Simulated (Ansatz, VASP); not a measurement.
ZnSe in VASP and in Ansatz

```
Zn Se
1.0
     0.00000    2.69753    2.69753
     2.69753    0.00000    2.69753
     2.69753    2.69753    0.00000
Zn Se
1 1
Direct
  0.00000 0.00000 0.00000
  0.25000 0.25000 0.25000
```

Alike in both runs: task single point; functional LDA; k mesh 8 × 8 × 8; occupations gaussian, width 0.02 eV; no spin polarisation.

|  | VASP | Ansatz |
| --- | --- | --- |
| version | VASP 6.6.1 | Ansatz 0.2.0 |
| potentials or method | VASP PAW LDA potentials, release 64 (Zn, Se), cutoff 500 eV | scalar-relativistic, plane waves, PAW |
| valence electrons in the cell | 18 | 28 |

```csv
,VASP,Ansatz,Ansatz less VASP
gap on the k mesh at the Fermi level (eV),1.70,1.65,-0.052
least direct gap on the mesh (eV),1.70,1.65,-0.052
pressure (GPa),8.9,8.4,-0.52
```

Ansatz warns that its potentials were made for another functional, while VASP's fit it. LDA's correlation is that of Perdew and Zunger in VASP and of Perdew and Wang (1992) in Ansatz. VASP's potentials hold 18 valence electrons a cell and Ansatz's 28, so a difference there can come from the potentials and not from the codes.
